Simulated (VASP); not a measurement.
A run of VASP 6.6.1 is set up as follows.

The input INCAR:

```
ALGO = Normal ; EDIFF = 1E-6
ENCUT = 520 ; GGA = PS
ISIF = 2 ; ISMEAR = 0
LASPH = T ; LCHARG = T
LELF = T ; LREAL = F
LVHAR = T ; LWAVE = F
NBANDS = 17 ; NELM = 80
PREC = Accurate ; SIGMA = 0.01
```

File KPOINTS:

```
k-points
0
Gamma
  10 10 10
```

POSCAR

```
PbS
1.0
    0.0000000000      2.9518857612      2.9518857612
    2.9518857612      0.0000000000      2.9518857612
    2.9518857612      2.9518857612      0.0000000000
Pb S
1 1
Direct
    0.0000000000      0.0000000000      0.0000000000
    0.5000000000      0.5000000000      0.5000000000
```

Potentials or basis: VASP PAW PBE potentials, release 64 (Pb_d, S).

Command:

```console
$ cat potpaw_PBE.64/Pb_d/POTCAR potpaw_PBE.64/S/POTCAR > POTCAR
$ mpirun -np 1 vasp_std > vasp.out
```

**Question.** Estimate the pressure.

**Answer.** -0.1 GPa.

**Question.** Predict the band gap on the k mesh.

**Answer.** 0.20 eV, direct.

Caveat: the PAW data sets were made with another functional, which shifts forces and pressure a little; spin-orbit coupling is left out, which moves the levels of the heavy elements. A k mesh can miss the band edges.
